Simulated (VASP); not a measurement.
Wanted: the native input for a VASP 6.6.1 run.

```yaml
Task: single point
Functional: LDA
Potentials_or_basis: VASP PAW LDA potentials, release 64 (Ni)
Cutoff: 520 eV
k_mesh: 26 × 26 × 26
Occupations: fermi-dirac, width 0.05 eV
Spin: collinear spin, ferromagnetic start
Starting_moments: "[0.607] μB"
Dipole_correction: no
Further_INCAR_settings: ALGO = Normal; EDIFF = 1e-06; NBANDS = 15
```

The structure of Ni lies in POSCAR:

```
Ni
1.0
    0.0000000000      1.7349991894      1.7349991894
    1.7349991894      0.0000000000      1.7349991894
    1.7349991894      1.7349991894      0.0000000000
Ni
1
Direct
    0.0000000000      0.0000000000      0.0000000000
```

This cell differs from its parent crystal: volume scaled by 1.04.

One way to write it, as run:

INCAR

```
  PREC = Accurate
  ENCUT = 520
  EDIFF = 1E-6
  ISMEAR = -1
  SIGMA = 0.05
  LREAL = F
  LASPH = T
  NELM = 150
  ALGO = Normal
  ISIF = 2
  LWAVE = F
  LCHARG = F
  ISPIN = 2
  MAGMOM = 0.607
  LORBIT = 11
  LMAXMIX = 4
  NBANDS = 15
```

KPOINTS

```
Automatic mesh
0
Gamma
  26 26 26
```

Potentials or basis: VASP PAW LDA potentials, release 64 (Ni).

Run with:

```sh
$ cat potpaw_LDA.64/Ni/POTCAR > POTCAR
$ mpirun -np 1 vasp_std > vasp.out
```

Results of the run:

```json
{
  "Pressure": "-9.4 GPa",
  "Net moment": "0.57 μB per cell",
  "Site moments": "Ni +0.58 μB",
  "Valence electrons inside the program's atomic spheres": "Ni 9.39"
}
```

Wall time 60 s on 1 thread of Intel(R) Xeon(R) 6975P-C (Granite Rapids) (shared host), peak memory 0.22 GiB.
